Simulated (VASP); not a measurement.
# Ba: single point with PBE

Ba:

```
Ba
1.0
     3.43645    0.00000    0.00000
    -1.71822    2.97605    0.00000
     0.00000    0.00000    3.04037
Ba
1
Cartesian
  0.0000 0.0000 0.0000
```

This cell differs from its parent crystal: volume scaled by 0.5.

```yaml
Program: VASP 6.6.1
Task: single point
Functional: PBE
Potentials_or_basis: VASP PAW PBE potentials, release 64 (Ba_sv)
Cutoff: 520 eV
k_mesh: 10 × 10 × 9
Occupations: fermi-dirac, width 0.08 eV
Spin: no spin polarisation
Dipole_correction: no
Further_INCAR_settings: ALGO = Normal; EDIFF = 1e-07; NBANDS = 11
```

* Pressure: 17.5 GPa
* Band gap on the k mesh: zero (band 5 reaches 6.21 eV, above the bottom of band 6 at 4.02 eV)

Stress tensor (GPa, compression positive):
```
16.64  0.00  0.00
 0.00 16.64  0.00
 0.00  0.00 19.36
```

Levels at points of the mesh, in eV from the Fermi level:
| k point | band 1 | band 2 | band 3 | band 4 | band 5 | band 6 | band 7 | band 8 | band 9 | band 10 |
| --- | --- | --- | --- | --- | --- | --- | --- | --- | --- | --- |
| (0.00, 0.00, 0.00) | -29.22 | -12.68 | -12.68 | -11.93 | -2.32 | -0.71 | 2.00 | 2.00 | 7.34 | 9.62 |
| (0.50, 0.00, 0.00) | -28.69 | -15.69 | -13.38 | -11.54 | -1.97 | 0.80 | 4.24 | 4.97 | 8.52 | 8.89 |

Run time: 8.4 s on 1 thread of Intel(R) Xeon(R) 6975P-C (Granite Rapids), on a shared host, peak memory 0.16 GiB.

Caveat: spin-orbit coupling is left out, which moves the levels of the heavy elements.
